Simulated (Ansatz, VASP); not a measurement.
## Two plane-wave programs on Si

INCAR

```
ALGO = Normal ; EDIFF = 1E-7
ENCUT = 520 ; GGA = PE
ISIF = 2 ; ISMEAR = 0
LASPH = T ; LCHARG = F
LREAL = F ; LWAVE = F
NBANDS = 11 ; NELM = 100
PREC = Accurate ; SIGMA = 0.05
```

KPOINTS

```
k-points
0
Gamma
  8 8 8
```

The input POSCAR:

```
Si
1.0
    0.0000000000      2.9603784042      2.7347606505
    2.5091428968      0.0000000000      2.7347606505
    2.5091428968      2.9603784042      0.0000000000
Si
2
Direct
    0.5000000000      0.5000000000      0.5000000000
    0.7500000000      0.7500000000      0.7500000000
```

Input for Ansatz:

```yaml
crystal:
  lattice:
    - [0.0, 2.9603784042, 2.7347606505]
    - [2.5091428968, 0.0, 2.7347606505]
    - [2.5091428968, 2.9603784042, 0.0]
  atoms:
    - { symbol: Si, position: [0.5, 0.5, 0.5] }
    - { symbol: Si, position: [0.75, 0.75, 0.75] }
basis:
  ecutwfc: 420
kpoints:
  mp_grid: { grid: [8, 8, 8] }
hamiltonian:
  xc: pbe
  pseudopotentials: { kind: paw, azcp: { folder: soft_1 } }
scf:
  occupations: { method: gaussian, width: 0.05 }
output:
  forces: true
  stress: true
  eigenvalues: true
```

Change from the starting cell: strain +e along x and -e along y -0.0825, strain +e along z and -e/2 along x and y +0.0000.

Alike in both runs: task single point; functional PBE; k mesh 8 × 8 × 8; occupations gaussian, width 0.05 eV; no spin polarisation.

```csv
,VASP,Ansatz
version,VASP 6.6.1,Ansatz 0.2.0
potentials or method,"VASP PAW PBE potentials, release 64 (Si), cutoff 520 eV","scalar-relativistic, plane waves, PAW"
valence electrons in the cell,8,8
```

Ansatz gave:

| Property | Result |
| --- | --- |
| gap on the k mesh at the Fermi level (eV) | none |
| pressure (GPa) | -0.1 |
| traceless stress, the component that is largest in VASP (GPa) | -8.50 |

**Question.** Estimate VASP's values.

**Answer.** gap on the k mesh at the Fermi level (eV): none; pressure (GPa): -0.1; traceless stress, the component that is largest in VASP (GPa): -8.52.

A gap of «none» marks a metal or a gap that the smearing closes. With one functional, cell and mesh, what is left measures potentials, basis and numerics.
